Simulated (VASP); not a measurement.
The system is SnO.

```
Sn O
1.0
     3.81370    0.00000    0.00000
     0.00000    3.81370    0.00000
     0.00000    0.00000    4.88691
Sn O
2 2
Direct
  0.50000 0.00000 0.76463
  0.00000 0.50000 0.23537
  0.00000 0.00000 0.00000
  0.50000 0.50000 0.00000
```

Base run:

```yaml
Program: VASP 6.6.1
Functional: r2SCAN
Potentials_or_basis: VASP PAW PBE potentials, release 64 (Sn_d, O)
Cutoff: 520 eV
k_mesh: 7 × 7 × 6
Occupations: fermi-dirac, width 0.05 eV
Spin: no spin polarisation
```

Its results: band gap on the k mesh 0.51 eV (least direct gap 2.37 eV); pressure 0.1 GPa; largest force 0.015 eV/Å.

Q: The run is repeated on the same cell with these changes: functional from r2SCAN to r2SCAN50; k mesh from 7 × 7 × 6 to 4 × 4 × 3. What comes out?

A: Band gap on the k mesh 2.45 eV (least direct gap 5.04 eV); pressure -5.1 GPa; largest force 0.776 eV/Å.

Several settings changed at once.

Caveats: some runs use coarse meshes; the PAW data sets were made with another functional, which shifts forces and pressure a little; spin-orbit coupling is left out, which moves the levels of the heavy elements; semilocal functionals underestimate gaps, and a narrow one can read as zero (at least some runs).

A k mesh can miss the band edges.
